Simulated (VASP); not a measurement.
Here is a VASP 6.6.1 calculation.

INCAR

```
SYSTEM = Fe2B
PREC = Accurate ; ENCUT = 520
EDIFF = 1E-6 ; ISMEAR = 0
SIGMA = 0.1 ; LREAL = .False.
LASPH = .True. ; NELM = 150
ALGO = Normal ; ISIF = 2
LWAVE = .False. ; LCHARG = .False.
ISPIN = 2 ; MAGMOM = 1.81 1.81 1.81 1.81 0 0
LORBIT = 11 ; LMAXMIX = 4
GGA = PS ; NBANDS = 32
```

File KPOINTS:

```
regular mesh
0
Gamma
  12 12 12
  0 0 0
```

Contents of POSCAR:

```
Fe2B
1.0
   -2.5495000000      2.5495000000      2.1200000000
    2.5495000000     -2.5495000000      2.1200000000
    2.5495000000      2.5495000000     -2.1200000000
Fe B
4 2
Direct
    0.1669319582      0.6669319582      0.8338639164
    0.3330680418      0.1669319582      0.5000000000
    0.8330680418      0.3330680418      0.1661360836
    0.6669319582      0.8330680418      0.5000000000
    0.7500000000      0.7500000000      0.0000000000
    0.2500000000      0.2500000000      0.0000000000
```

Potentials or basis: VASP PAW PBE potentials, release 64 (Fe, B).

Command:

```console
$ cat potpaw_PBE.64/Fe/POTCAR potpaw_PBE.64/B/POTCAR > POTCAR
$ mpirun -np 1 vasp_std > vasp.out
```

Task: What does it give for the largest force?

Result: 0.034 eV/Å.

Task: Estimate the site moments.

Result: Fe +1.92; B -0.12 μB.

Task: What does it give for the net moment?

Result: 7.43 μB per cell.

Task: Predict the pressure.

Result: -13.8 GPa.

Forces in eV/Å, atoms in the order of the input:
```
Fe  -0.024 -0.024  0.000
Fe  -0.024  0.024  0.000
Fe   0.024  0.024  0.000
Fe   0.024 -0.024  0.000
B    0.000  0.000  0.000
B    0.000  0.000  0.000
```

Caveat: the cell stands under tension; the PAW data sets were made with another functional, which shifts forces and pressure a little.
